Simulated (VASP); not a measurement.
Set up this calculation in VASP 6.6.1, as the native input.

* Task: single point
* Functional: PBE
* Potentials or basis: VASP PAW PBE potentials, release 64 (K_sv, Ga_d, H)
* Cutoff: 520 eV
* k mesh: 10 × 10 × 10
* Occupations: gaussian, width 0.1 eV
* Spin: no spin polarisation
* Dipole correction: no
* Further INCAR settings: ALGO = Fast; EDIFF = 1e-06; NBANDS = 24

The structure of KGaH6 lies in POSCAR:

```
KGaH6
1.0
   -2.3927777774      2.8726814616      4.6532384947
    2.3927777774     -2.8726814616      4.6532384947
    2.3927777774      2.8726814616     -4.6532384947
K Ga H
1 1 6
Direct
    0.0000000000      0.5000000000      0.5000000000
    0.5000000000      0.0000000000      0.5000000000
    0.9458706656      0.8769885316      0.0688821340
    0.1918936024      0.1230114684      0.0688821340
    0.8081063976      0.8769885316      0.9311178660
    0.0541293344      0.1230114684      0.9311178660
    0.3365060294      0.8365060294      0.5000000000
    0.6634939706      0.1634939706      0.5000000000
```

The cell was built from a structure type or drawn by symmetry, and may not be a known phase.

These files were run (other wordings do the same):

INCAR

```
SYSTEM = KGaH6
PREC = Accurate
ENCUT = 520
EDIFF = 1E-6
ISMEAR = 0
SIGMA = 0.1
LREAL = .FALSE.
LASPH = .TRUE.
NELM = 100
ALGO = Fast
ISIF = 2
LWAVE = .FALSE.
LCHARG = .FALSE.
GGA = PE
NBANDS = 24
```

KPOINTS

```
regular mesh
0
G
  10 10 10
  0 0 0
```

Potentials or basis: VASP PAW PBE potentials, release 64 (K_sv, Ga_d, H).

Run with:

```console
$ cat potpaw_PBE.64/K_sv/POTCAR potpaw_PBE.64/Ga_d/POTCAR potpaw_PBE.64/H/POTCAR > POTCAR
$ mpirun -np 1 vasp_std > vasp.out
```

It gave:

* Pressure: -0.1 GPa
* Largest force: 0.018 eV/Å
* Band gap on the k mesh: zero (bands 14 and 15 overlap by 2.04 eV)

It took 17 min on 1 thread of AMD EPYC 9R45 96-Core Processor (Zen 5), on a shared host, peak memory 0.66 GiB.
